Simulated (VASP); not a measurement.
Write the native input for VASP 6.6.1 that does the following.

| Property | Result |
| --- | --- |
| Task | single point |
| Functional | PBE |
| Potentials or basis | VASP PAW PBE potentials, release 64 (Si, Li_sv) |
| Cutoff | 650 eV |
| k mesh | 2 × 2 × 2 |
| Occupations | fermi-dirac, width 0.02 eV |
| Spin | no spin polarisation |
| Dipole correction | no |
| Further INCAR settings | ALGO = Normal; EDIFF = 1e-06; NBANDS = 48 |

The structure of LiSi16 (a cell with a defect) lies in POSCAR:

```
LiSi16
1.0
    0.0000000000      5.4271200000      5.4271200000
    5.4271200000      0.0000000000      5.4271200000
    5.4271200000      5.4271200000      0.0000000000
Si Li
16 1
Direct
    0.3739657437      0.3739657437      0.3739657437
    0.2500000000      0.2500000000      0.2500000000
    0.3739657437      0.3739657437      0.8781027689
    0.2516268444      0.2516268444      0.7483731556
    0.3739657437      0.8781027689      0.3739657437
    0.2516268444      0.7483731556      0.2516268444
    0.3831979136      0.8722673621      0.8722673621
    0.2516268444      0.7483731556      0.7483731556
    0.8781027689      0.3739657437      0.3739657437
    0.7483731556      0.2516268444      0.2516268444
    0.8722673621      0.3831979136      0.8722673621
    0.7483731556      0.2516268444      0.7483731556
    0.8722673621      0.8722673621      0.3831979136
    0.7483731556      0.7483731556      0.2516268444
    0.8722673621      0.8722673621      0.8722673621
    0.7500000000      0.7500000000      0.7500000000
    0.0000000000      0.0000000000      0.0000000000
```

One way to write it, as run:

INCAR

```
SYSTEM = LiSi16
ALGO = Normal
EDIFF = 1E-6
ENCUT = 650
GGA = PE
GGA_COMPAT = .FALSE.
ISIF = 2
ISMEAR = -1
LASPH = .TRUE.
LCHARG = .FALSE.
LREAL = .FALSE.
LWAVE = .FALSE.
NBANDS = 48
NELM = 120
PREC = Accurate
SIGMA = 0.02
```

KPOINTS

```
k-points
0
G
  2 2 2
  0 0 0
```

Potentials or basis: VASP PAW PBE potentials, release 64 (Si, Li_sv).

Run with:

```bash
$ cat potpaw_PBE.64/Si/POTCAR potpaw_PBE.64/Li_sv/POTCAR > POTCAR
$ mpirun -np 1 vasp_std > vasp.out
```

Results of the run:

```json
{
  "Pressure": "3.7 GPa",
  "Band gap on the k mesh": "zero (an odd number of electrons rules out a gap without spin polarisation)"
}
```

Caveat: the k points lie up to 0.50 Å⁻¹ apart, too coarse for converged energies and pressures of a metal.

Wall time 58 s on 1 thread of Intel(R) Xeon(R) 6975P-C (Granite Rapids), with other jobs on the host, peak memory 0.53 GiB.
